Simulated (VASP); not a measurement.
# C (R-3m) in VASP: notebook

Runs on C. Level: PBE+D3(BJ). Tasks: single point.

All numbers are computed with VASP 6.6.1; they aren't measurements. Logs are shortened: lines on timing, memory, paths and dates and some standing lists are left out, and cuts for length are marked.

**1. The cell of the first run**

It takes space group R-3m (No. 166, trigonal). Conventional cell: a = 2.485 Å, b = 2.485 Å, c = 10.168 Å, α = 90.00°, β = 90.00°, γ = 120.00°. C (site symmetry 3m) has 3 C at 1.44 Å within 1.9 Å.

**2. Single point, PBE+D3(BJ)**

File INCAR:

```
SYSTEM = C
PREC     = Accurate       ! precision mode
ENCUT    = 520            ! plane-wave cutoff, eV
EDIFF    = 1E-7           ! SCF threshold, eV
ISMEAR   = 0              ! smearing method
SIGMA    = 0.05           ! smearing width, eV
LREAL    = .FALSE.        ! projectors in reciprocal space
LASPH    = .TRUE.         ! aspherical terms in the spheres
NELM     = 60             ! most SCF steps
ALGO     = Normal         ! electronic algorithm
ISIF     = 2              ! what is computed and relaxed
LWAVE    = .FALSE.        ! write WAVECAR
LCHARG   = .TRUE.         ! write CHGCAR
GGA      = PE             ! functional
IVDW     = 12             ! dispersion correction
LELF     = .TRUE.         ! ELF
LVHAR    = .TRUE.       
NBANDS   = 11             ! bands
```

File KPOINTS:

```
regular mesh
0
G
  15 15 15
  0 0 0
```

File POSCAR:

```
C
1.0
    1.2427282054      0.7174894639      3.3892873547
   -1.2427282054      0.7174894639      3.3892873547
    0.0000000000     -1.4349789278      3.3892873547
C
2
Direct
    0.1703638699      0.1703638699      0.1703638699
    0.8296361301      0.8296361301      0.8296361301
```

Potentials or basis: VASP PAW PBE potentials, release 64 (C).

Command:

```bash
cat potpaw_PBE.64/C/POTCAR > POTCAR
mpirun -np 1 vasp_std > vasp.out
```

OUTCAR:

```text
SYSTEM = C
   PREC = Accurate
   ENCUT = 520
   EDIFF = 1E-7
   ISMEAR = 0
   LREAL = .FALSE.
   LASPH = .TRUE.
   NELM = 60
   ISIF = 2
   GGA = PE
   IVDW = 12
 IVDW          = 12

 ion  position               nearest neighbor table
   1  0.170  0.170  0.170-   2 1.44   2 1.44   2 1.44
   2  0.830  0.830  0.830-   1 1.44   1 1.44   1 1.44

  LATTYP: Found a trigonal (rhomboedric) cell.
 ALAT       =     3.6805479614
 COS(alpha) =     0.7719881893

  Lattice vectors:

 A1 = (   1.2427282054,   0.7174894639,   3.3892873547)
 A2 = (  -1.2427282054,   0.7174894639,   3.3892873547)
 A3 = (   0.0000000000,  -1.4349789278,   3.3892873547)

Analysis of symmetry for initial positions (statically):
=====================================================================
 Subroutine PRICEL returns:
 Original cell was already a primitive cell.

 Routine SETGRP: Setting up the symmetry group for a
 trigonal (rhombohedral) supercell.

 Subroutine GETGRP returns: Found 12 space group operations
 (whereof 12 operations were pure point group operations)
 out of a pool of 12 trial point group operations.

The static configuration has the point symmetry D_3d.

Analysis of symmetry for dynamics (positions and initial velocities):
=====================================================================
 Subroutine PRICEL returns:
 Original cell was already a primitive cell.

 Routine SETGRP: Setting up the symmetry group for a
 trigonal (rhombohedral) supercell.

 Subroutine GETGRP returns: Found 12 space group operations
 (whereof 12 operations were pure point group operations)
 out of a pool of 12 trial point group operations.

The dynamic configuration has the point symmetry D_3d.

 Subroutine INISYM returns: Found 12 space group operations
 (whereof 12 operations are pure point group operations),
 and found     1 'primitive' translations

----------------------------------------------------------------------------------------

                                     Primitive cell

  volume of cell :      18.1322

  direct lattice vectors                    reciprocal lattice vectors
     1.242728205  0.717489464  3.389287355     0.402340591  0.232291448  0.098349092
    -1.242728205  0.717489464  3.389287355    -0.402340591  0.232291448  0.098349092
     0.000000000 -1.434978928  3.389287355     0.000000000 -0.464582896  0.098349092

  length of vectors
     3.680547961  3.680547961  3.680547961     0.474878734  0.474878734  0.474878734

  position of ions in fractional coordinates (direct lattice)
     0.170363870  0.170363870  0.170363870
     0.829636130  0.829636130  0.829636130

  ion indices of the primitive-cell ions
   primitive index   ion index
                 1           1
                 2           2

----------------------------------------------------------------------------------------

 KPOINTS: regular mesh

Automatic generation of k-mesh.
 Grid dimensions read from file:
 generate k-points for:   15   15   15

 Generating k-lattice:

  Cartesian coordinates                     Fractional coordinates (reciprocal lattice)
     0.026822706  0.015486097  0.006556606     0.066666667  0.000000000 -0.000000000
    -0.026822706  0.015486097  0.006556606     0.000000000  0.066666667 -0.000000000
     0.000000000 -0.030972193  0.006556606    -0.000000000 -0.000000000  0.066666667

  Length of vectors
     0.031658582  0.031658582  0.031658582

  Shift w.r.t. Gamma in fractional coordinates (k-lattice)
     0.000000000  0.000000000  0.000000000

 Subroutine IBZKPT returns following result:
 ===========================================

 Found    344 irreducible k-points:

 Following reciprocal coordinates:
            Coordinates               Weight
  0.000000  0.000000  0.000000      1.000000
  0.066667  0.000000  0.000000      6.000000
  0.133333  0.000000 -0.000000      6.000000
  0.200000  0.000000  0.000000      6.000000
  0.266667  0.000000 -0.000000      6.000000
  0.333333  0.000000  0.000000      6.000000
[... 16 lines left out ...]
  0.133333  0.133333 -0.000000      6.000000
  0.200000  0.133333 -0.000000     12.000000
 [... further k-points ...]
   k-points           NKPTS =    344   k-points in BZ     NKDIM =    344   number of bands    NBANDS=     11
   number of dos      NEDOS =    301   number of ions     NIONS =      2
   total plane-waves  NPLWV =  21952
   dimension x,y,z NGX =    28 NGY =   28 NGZ =   28
   dimension x,y,z NGXF=    56 NGYF=   56 NGZF=   56
   ions per type =               2
   NGX,Y,Z   is equivalent  to a cutoff of  12.65, 12.65, 12.65 a.u.
   NGXF,Y,Z  is equivalent  to a cutoff of  25.29, 25.29, 25.29 a.u.
 SYSTEM =  C
   PREC   = accura    normal or accurate (medium, high low for compatibility)
   ISTART =      0    job   : 0-new  1-cont  2-samecut
   ICHARG =      2    charge: 1-file 2-atom 10-const
   ISPIN  =      1    spin polarized calculation?
   LNONCOLLINEAR =      F non collinear calculations
   LSORBIT =      F    spin-orbit coupling
   LASPH  =      T    aspherical Exc in radial PAW
   ENCUT  =  520.0 eV  38.22 Ry    6.18 a.u.   6.84  6.84  6.84*2*pi/ulx,y,z
   NELM   =     60;   NELMIN=  2; NELMDL= -5     # of ELM steps
   EDIFF  = 0.1E-06   stopping-criterion for ELM
   LREAL  =      F    real-space projection
   EDIFFG = 0.1E-05   stopping-criterion for IOM
   NSW    =      0    number of steps for IOM
   IBRION =     -1    ionic relax: 0-MD 1-quasi-New 2-CG
   NFREE  =      0    steps in history (QN), initial steepest desc. (CG)
   ISIF   =      2    stress and relaxation
   ISYM   =      2    0-nonsym 1-usesym 2-fastsym
   POTIM  = 0.5000    time-step for ionic-motion
   TEBEG  =    0.0;   TEEND  =   0.0 temperature during run
   PSTRESS=    0.0 pullay stress
   NELECT =       8.0000    total number of electrons
   NUPDOWN=      -1.0000    fix difference up-down
   EMIN   =  10.00;   EMAX   =-10.00  energy-range for DOS
   EFERMI =   0.00;   METHOD = LEGACY
   ISMEAR =     0;   SIGMA  =   0.05  broadening in eV -4-tet -1-fermi 0-gaus
   EFERMI_NEDOS =   21; number of points for ismear=-14 and -15
   IALGO  =     38    algorithm
   IMIX   =      4    mixing-type and parameters
     AMIX     =   0.40;   BMIX     =  1.00
     AMIX_MAG =   1.60;   BMIX_MAG =  1.00
  volume/ion in A,a.u.               =       9.07        61.18
  Fermi-wavevector in a.u.,A,eV,Ry     =   1.246296  2.355157 21.133285  1.553253
  Thomas-Fermi vector in A             =   2.380479
   LORBIT       =      0    0 simple, 1 ext, 2 COOP (PROOUT), +10 PAW based schemes
   GGA     = PE    functional components
   LHFCALC =     F    Hartree Fock is set to
   AEXX    =    0.0000 exact exchange contribution
   IVDW    =    12    specifies the selected vdW correction
   LEPSILON=     F    determine dielectric tensor
   LRPA    =     F    only Hartree local field effects (RPA)
 non-spin polarized calculation
 Gauss-broadening in eV      SIGMA  =   0.05
  energy-cutoff  :      520.00
  volume of cell :       18.13
 maximum number of plane-waves:       505
   NGX = 13   NGY = 13   NGZ = 13

 number of electron       8.0000000 magnetization

 Free energy of the ion-electron system (eV)
  ---------------------------------------------------
  ext. energy  EPLUGINS =         0.00000000
  ---------------------------------------------------
  free energy    TOTEN  =       -18.37085719 eV

  energy without entropy =      -18.37085719  energy(sigma->0) =      -18.37085719

 E-fermi :   4.3949     XC(G=0): -10.2130

 val. band max:        4.1690075379   @ k =  -0.3333   0.3333   0.0000
 cond. band min:       4.6850982797   @ k =  -0.3333   0.3333   0.0000
 fundamental gap:      0.5160907418
 Fermi energy:         4.3948843968

 k-point     1 :       0.0000    0.0000    0.0000
  band No.  band energies     occupation
      1     -14.9906      2.00000
      2      -1.9678      2.00000
      3       1.4764      2.00000
      4       1.4764      2.00000
      5       8.6071      0.00000
      6      12.6563      0.00000
      7      12.6563      0.00000
      8      15.6171      0.00000
      9      16.5010      0.00000
     10      26.8814      0.00000
     11      29.6293      0.00000

 k-point     2 :       0.0667    0.0000    0.0000
  band No.  band energies     occupation
      1     -14.8847      2.00000
      2      -1.8619      2.00000
      3       1.0546      2.00000
      4       1.2613      2.00000
      5       8.7520      0.00000
      6      12.7139      0.00000
      7      13.0930      0.00000
      8      15.2620      0.00000
      9      16.7016      0.00000
     10      27.1880      0.00000
     11      28.8033      0.00000

 k-point     3 :       0.1333    0.0000   -0.0000
  band No.  band energies     occupation
      1     -14.5678      2.00000
      2      -1.5467      2.00000
      3      -0.0642      2.00000
      4       0.7153      2.00000
      5       9.1819      0.00000
      6      12.7450      0.00000
      7      14.2873      0.00000
      8      14.2948      0.00000
      9      17.3469      0.00000
     10      26.6348      0.00000
     11      28.2020      0.00000

 k-point     4 :       0.2000    0.0000    0.0000
  band No.  band energies     occupation
      1     -14.0428      2.00000
      2      -1.6129      2.00000
      3      -1.0116      2.00000
      4       0.0314      2.00000
      5       9.8656      0.00000
      6      12.6170      0.00000
      7      12.9105      0.00000
      8      16.0380      0.00000
      9      18.3777      0.00000
     10      24.6592      0.00000
     11      27.3334      0.00000

 k-point     5 :       0.2667    0.0000   -0.0000
  band No.  band energies     occupation
      1     -13.3145      2.00000
      2      -3.3250      2.00000
      3      -0.6350      2.00000
      4      -0.3036      2.00000
      5      10.4654      0.00000
      6      11.6465      0.00000
      7      12.3997      0.00000
      8      18.1000      0.00000
      9      19.4858      0.00000
     10      23.0299      0.00000
     11      26.1842      0.00000
[... 211 lines left out ...]
 k-point    21 :      -0.1333    0.0667    0.0000
  band No.  band energies     occupation
      1     -14.2597      2.00000
      2      -1.1830      2.00000
      3      -0.8821      2.00000
      4       0.1221      2.00000
      5       9.4615      0.00000
      6      13.0401      0.00000
      7      13.4165      0.00000
      8      14.8534      0.00000
      9      18.2047      0.00000
     10      24.8069      0.00000
     11      28.0878      0.00000

 k-point    22 :      -0.0667    0.0667    0.0000
  band No.  band energies     occupation
      1     -14.6771      2.00000
      2      -1.6174      2.00000
      3       0.3384      2.00000
      4       0.8273      2.00000
      5       8.9693      0.00000
      6      12.8978      0.00000
      7      13.7358      0.00000
      8      14.5919      0.00000
      9      17.1716      0.00000
     10      27.0149      0.00000
     11      27.7170      0.00000

 k-point    23 :       0.1333    0.1333   -0.0000
  band No.  band energies     occupation
      1     -14.5532      2.00000
      2      -1.6739      2.00000
      3      -0.0506      2.00000
      4       0.7030      2.00000
      5       9.4423      0.00000
      6      12.7055      0.00000
      7      14.2805      0.00000
      8      14.2988      0.00000
      9      17.3757      0.00000
     10      26.3483      0.00000
     11      28.0096      0.00000

 k-point    24 :       0.2000    0.1333   -0.0000
  band No.  band energies     occupation
      1     -14.2311      2.00000
      2      -1.4205      2.00000
      3      -0.8810      2.00000
      4       0.1100      2.00000
      5       9.9585      0.00000
      6      12.9886      0.00000
      7      13.4486      0.00000
      8      14.8653      0.00000
      9      18.2181      0.00000
     10      24.7631      0.00000
     11      28.3039      0.00000

 [... further k-points ...]

------------------------ aborting loop because EDIFF is reached ----------------------------------------

 Edisp (eV)   -0.30774

 E8    (eV) :    -0.0871

  FORCE on cell =-STRESS in cart. coord.  units (eV):
  Direction    XX          YY          ZZ          XY          YZ          ZX
  --------------------------------------------------------------------------------------
  -------------------------------------------------------------------------------------
  Total      -1.09088    -1.09088    -0.11773     0.00000     0.00000    -0.00000
  in kB     -96.39078   -96.39078   -10.40280     0.00000     0.00000    -0.00000
  external pressure =      -67.73 kB  Pullay stress =        0.00 kB

 VOLUME and BASIS-vectors are now :
 -----------------------------------------------------------------------------
  energy-cutoff  :      520.00
  volume of cell :       18.13
      direct lattice vectors                 reciprocal lattice vectors
     1.242728205  0.717489464  3.389287355     0.402340591  0.232291448  0.098349092
    -1.242728205  0.717489464  3.389287355    -0.402340591  0.232291448  0.098349092
     0.000000000 -1.434978928  3.389287355     0.000000000 -0.464582896  0.098349092

 POSITION                                       TOTAL-FORCE (eV/Angst)
 -----------------------------------------------------------------------------------
      0.00000      0.00000      1.73224         0.000000     -0.000000     -1.267289
      0.00000      0.00000      8.43563         0.000000      0.000000      1.267289
 -----------------------------------------------------------------------------------
    total drift:                                0.000000      0.000000     -0.000000

  FREE ENERGIE OF THE ION-ELECTRON SYSTEM (eV)
  ---------------------------------------------------
  free  energy   TOTEN  =       -18.6785989173 eV

  energy  without entropy=      -18.6785989173  energy(sigma->0) =      -18.67859892
```

Wall time 44 s (1 thread of Intel Xeon 6975P-C (Granite Rapids), shared host); peak memory 0.19 GiB.

What came out:

```
Free energy                : -18.6786 eV
Pressure                   : -6.8 GPa
Largest force              : 1.267 eV/Å
Band gap on the k mesh     : 0.52 eV, direct
Dispersion energy per atom : -0.154 eV
```

Forces in eV/Å, atoms in the order of the input:
```
C    0.000  0.000 -1.267
C    0.000  0.000  1.267
```

Stress tensor (GPa, compression positive):
```
-9.64  0.00  0.00
 0.00 -9.64  0.00
 0.00  0.00 -1.04
```

Levels at points of the mesh, in eV from the valence-band top:
```tsv
k point	band 1	band 2	band 3	band 4	band 5	band 6	band 7	band 8
(0.00, 0.00, 0.00)	-19.16	-6.14	-2.69	-2.69	4.44	8.49	8.49	11.45
```

Caveat: forces of over 1 eV/Å act on the atoms, so gaps and moduli don't describe the material at rest.

**3. Single point, PBE+D3(BJ)**

This run uses another cell than the first one, of 9.29 Å³/atom, 1.025 times its volume.

File INCAR:

```
SYSTEM = C
  PREC = Accurate
  ENCUT = 520
  EDIFF = 1E-6
  ISMEAR = 0
  SIGMA = 0.05
  LREAL = .FALSE.
  LASPH = .TRUE.
  NELM = 60
  ALGO = Normal
  ISIF = 2
  LWAVE = .FALSE.
  LCHARG = .FALSE.
  GGA = PE
  IVDW = 12
  NBANDS = 11
```

KPOINTS is that of step 2.

File POSCAR:

```
C
1.0
    1.2530811925      0.7234667638      3.4175230126
   -1.2530811925      0.7234667638      3.4175230126
    0.0000000000     -1.4469335276      3.4175230125
C
2
Direct
    0.1760162971      0.1760162971      0.1760162971
    0.8239837029      0.8239837029      0.8239837029
```

Potentials or basis: VASP PAW PBE potentials, release 64 (C).

Command:

```bash
cat potpaw_PBE.64/C/POTCAR > POTCAR
mpirun -np 1 vasp_std > vasp.out
```

OUTCAR:

```text
SYSTEM = C
   PREC = Accurate
   ENCUT = 520
   EDIFF = 1E-6
   ISMEAR = 0
   LREAL = .FALSE.
   LASPH = .TRUE.
   NELM = 60
   ISIF = 2
   GGA = PE
   IVDW = 12
 IVDW          = 12

 ion  position               nearest neighbor table
   1  0.176  0.176  0.176-   2 1.46   2 1.46   2 1.46
   2  0.824  0.824  0.824-   1 1.46   1 1.46   1 1.46

  LATTYP: Found a trigonal (rhomboedric) cell.
 ALAT       =     3.7112100688
 COS(alpha) =     0.7719881893

  Lattice vectors:

[... 520 lines left out ...]

 [... further k-points ...]

------------------------ aborting loop because EDIFF is reached ----------------------------------------

 Edisp (eV)   -0.30297

 E8    (eV) :    -0.0857

  FORCE on cell =-STRESS in cart. coord.  units (eV):
  Direction    XX          YY          ZZ          XY          YZ          ZX
  --------------------------------------------------------------------------------------
  -------------------------------------------------------------------------------------
  Total      -2.14991    -2.14991    -0.65648     0.00000    -0.00000    -0.00000
  in kB    -185.29819  -185.29819   -56.58124     0.00000    -0.00000    -0.00000
  external pressure =     -142.39 kB  Pullay stress =        0.00 kB

 VOLUME and BASIS-vectors are now :
 -----------------------------------------------------------------------------
  energy-cutoff  :      520.00
  volume of cell :       18.59
      direct lattice vectors                 reciprocal lattice vectors
     1.253081193  0.723466764  3.417523013     0.399016443  0.230372251  0.097536529
    -1.253081193  0.723466764  3.417523013    -0.399016443  0.230372251  0.097536529
     0.000000000 -1.446933528  3.417523012     0.000000000 -0.460744501  0.097536529

 POSITION                                       TOTAL-FORCE (eV/Angst)
 -----------------------------------------------------------------------------------
      0.00000      0.00000      1.80462         0.000000     -0.000000     -3.204841
      0.00000      0.00000      8.44795         0.000000      0.000000      3.204841
 -----------------------------------------------------------------------------------
    total drift:                               -0.000000     -0.000000      0.000000

  FREE ENERGIE OF THE ION-ELECTRON SYSTEM (eV)
  ---------------------------------------------------
  free  energy   TOTEN  =       -18.3909372198 eV

  energy  without entropy=      -18.3909372196  energy(sigma->0) =      -18.39093722
```

stdout:

```text
POSCAR found type information on POSCAR C
 POSCAR found :  1 types and       2 ions
 scaLAPACK will be used
 LDA part: xc-table for (Slater+PW92), standard interpolation
 POSCAR, INCAR and KPOINTS ok, starting setup
 FFT: planning ... GRIDC
 FFT: planning ... GRID_SOFT
 FFT: planning ... GRID
 WAVECAR not read
 entering main loop
```

It took 37 s on 1 thread of Intel Xeon 6975P-C (Granite Rapids), shared host; peak memory 0.19 GiB.

What came out:

```
Free energy                : -18.3909 eV
Pressure                   : -14.2 GPa
Largest force              : 3.205 eV/Å
Band gap on the k mesh     : 0.37 eV, direct
Dispersion energy per atom : -0.151 eV
```

Forces in eV/Å, atoms in the order of the input:
```
C    0.000  0.000 -3.205
C    0.000  0.000  3.205
```

Stress tensor (GPa, compression positive):
```
-18.53   0.00   0.00
  0.00 -18.53   0.00
  0.00   0.00  -5.66
```

Caveat: forces of over 1 eV/Å act on the atoms, so gaps and moduli don't describe the material at rest. A k mesh can miss the band edges.

(Part 1 of 2 ends here.)
